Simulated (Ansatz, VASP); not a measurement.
## Zn3SeS2 in VASP and in Ansatz

File INCAR:

```
SYSTEM = Zn3SeS2
PREC = Accurate ; ENCUT = 600
EDIFF = 1E-7 ; ISMEAR = 0
SIGMA = 0.02 ; LREAL = .FALSE.
LASPH = .TRUE. ; NELM = 100
ALGO = Normal ; ISIF = 3
LWAVE = .FALSE. ; LCHARG = .FALSE.
GGA = PE ; IBRION = 2
NSW = 100 ; EDIFFG = -0.01
```

The input KPOINTS:

```
regular mesh
0
G
  12 12 4
  0 0 0
```

File POSCAR:

```
Zn3SeS2
1.0
    3.9172799000      0.0000000000      0.0000000000
   -1.9586399000      3.3924639000      0.0000000000
    0.0000000000      0.0000000000      9.5996207000
Zn Se S
3 1 2
Direct
    0.0000000000      0.0000000000      0.0095910000
    0.6666667000      0.3333333000      0.3334870000
    0.3333333000      0.6666667000      0.6565060000
    0.0000000000      0.0000000000      0.7514400000
    0.6666667000      0.3333333000      0.0874180000
    0.3333333000      0.6666667000      0.4115570000
```

Input for Ansatz:

```yaml
crystal:
  lattice:
    - [3.9172799, 0.0, 0.0]
    - [-1.9586399, 3.3924639, 0.0]
    - [0.0, 0.0, 9.5996207]
  atoms:
    - { symbol: Zn, position: [0.0, 0.0, 0.009591] }
    - { symbol: Zn, position: [0.6666667, 0.3333333, 0.333487] }
    - { symbol: Zn, position: [0.3333333, 0.6666667, 0.656506] }
    - { symbol: Se, position: [0.0, 0.0, 0.75144] }
    - { symbol: S, position: [0.6666667, 0.3333333, 0.087418] }
    - { symbol: S, position: [0.3333333, 0.6666667, 0.411557] }
basis:
  ecutwfc: 420
kpoints:
  mp_grid: { grid: [12, 12, 4] }
hamiltonian:
  xc: pbe
scf:
  occupations: { method: gaussian, width: 0.02 }
output:
  forces: true
  stress: true
  eigenvalues: true
  write_density: true
  write_potential: true
  elf: true
  volumetric_format: npy
relax:
  adjacent_minimum: "off"
  f_tol: 0.01
  max_steps: 80
  cell: { stress_tol: 0.05 }
```

Alike in both runs: task relaxation of cell and atoms; functional PBE; k mesh 12 × 12 × 4; occupations gaussian, width 0.02 eV; no spin polarisation.

|  | VASP | Ansatz |
| --- | --- | --- |
| version | VASP 6.6.1 | Ansatz 0.2.0 |
| potentials or method | VASP PAW PBE potentials, release 64 (Zn, Se, S), cutoff 600 eV | scalar-relativistic, plane waves, PAW |
| valence electrons in the cell | 54 | 64 |

|  | VASP | Ansatz | Ansatz less VASP |
| --- | --- | --- | --- |
| gap on the k mesh at the Fermi level, each at its own relaxed structure (eV) | 1.42 | 1.43 | +0.015 |
| relaxed volume (Å³/atom) | 21.33 | 21.26 | -0.066 |
| relaxed length of the cell vector where the two differ most in proportion (Å) | 9.611 | 9.600 | -0.0116 |

VASP's potentials hold 54 valence electrons a cell and Ansatz's 64, so a difference there can come from the potentials and not from the codes.
